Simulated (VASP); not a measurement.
Crystal: NaB.

```
Na B
1.0
     3.60538    0.00000    0.00000
     0.00000    3.60538    0.00000
     0.00000    0.00000    3.60538
Na B
1 1
Direct
  0.50000 0.50000 0.50000
  0.00000 0.00000 0.00000
```

| Quantity | Value |
| --- | --- |
| Program | VASP 6.6.1 |
| Task | relaxation of cell and atoms |
| Functional | PBE |
| Potentials or basis | VASP PAW PBE potentials, release 64 (Na_pv, B) |
| Cutoff | 600 eV |
| k mesh | 6 × 6 × 6 |
| Occupations | gaussian, width 0.1 eV |
| Spin | no spin polarisation |

At the start: pressure -6.0 GPa; volume 23.43 Å³/atom.

Task: Where does the relaxation end?

Result: Over 5 steps the energy falls by 210.0 meV/atom and the volume is 15.72 Å³/atom (-32.9 %); space group Pm-3m (No. 221, to 0.05 Å).

Step by step:
```
step  energy change (eV)  largest force (eV/Å)  pressure (GPa)  volume (Å³)
   1              0.0000                0.0000           -6.00        46.87
   2             -0.2052                0.0000           -5.37        41.16
   3             -0.3391                0.0000            7.10        26.86
   4             -0.4090                0.0000           -1.82        32.99
   5             -0.4200                0.0000           -0.31        31.44
```

Final structure:
```cif
data_structure
_symmetry_space_group_name_H-M 'P 1'
_symmetry_Int_Tables_number 1
_cell_length_a 3.1563
_cell_length_b 3.1563
_cell_length_c 3.1563
_cell_angle_alpha 90.000
_cell_angle_beta 90.000
_cell_angle_gamma 90.000
_cell_volume 31.44
loop_
_atom_site_label
_atom_site_type_symbol
_atom_site_fract_x
_atom_site_fract_y
_atom_site_fract_z
_atom_site_occupancy
Na1 Na 0.50000 0.50000 0.50000 1
B1 B 0.00000 0.00000 0.00000 1
```

Caveat: the volume moved by over 15 % at a fixed basis, so the end points are rough.
